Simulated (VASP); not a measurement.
Input of a VASP 6.6.1 run:

The input POSCAR:

```
Ge
1.0
   -0.1026928930      2.8476555596      2.8476555596
    2.8476555596     -0.1026928930      2.8476555596
    2.8476555596      2.8476555596     -0.1026928930
Ge
2
Direct
   -0.0023425977     -0.0023425977     -0.0023425977
    0.2523425977      0.2523425977      0.2523425977
```

INCAR.step1

```
ALGO = Normal
EDIFF = 1E-4
ENCUT = 520
GGA = PE
ISMEAR = -1
LASPH = True
LCHARG = False
LREAL = False
LWAVE = True
NBANDS = 21
NELM = 60
PREC = Accurate
SIGMA = 0.02
```

Contents of INCAR.step2:

```
ALGO = Normal
EDIFF = 1E-6
ENCUT = 520
ISIF = 2
ISMEAR = -1
ISTART = 1
LASPH = True
LCHARG = False
LMIXTAU = True
LREAL = False
LWAVE = False
METAGGA = R2SCAN
NBANDS = 21
NELM = 60
PREC = Accurate
SIGMA = 0.02
```

KPOINTS

```
k-points
0
Gamma
  8 8 8
```

Potentials or basis: VASP PAW PBE potentials, release 64 (Ge_d).

Launch:

```console
$ cat potpaw_PBE.64/Ge_d/POTCAR > POTCAR
$ cp INCAR.step1 INCAR
$ mpirun -np 1 vasp_std > vasp.out
$ cp INCAR.step2 INCAR
$ mpirun -np 1 vasp_std > vasp.out
```

Problem. What does it give for the largest force?

Solution. 0.010 eV/Å.

Problem. Predict the pressure.

Solution. -3.6 GPa.

Stress tensor (GPa, compression positive):
```
-3.63  1.84  1.84
 1.84 -3.63  1.84
 1.84  1.84 -3.63
```

Caveat: the cell differs from its parent crystal (epitaxial 111 strain +4.0%); the PAW data sets were made with another functional, which shifts forces and pressure a little.
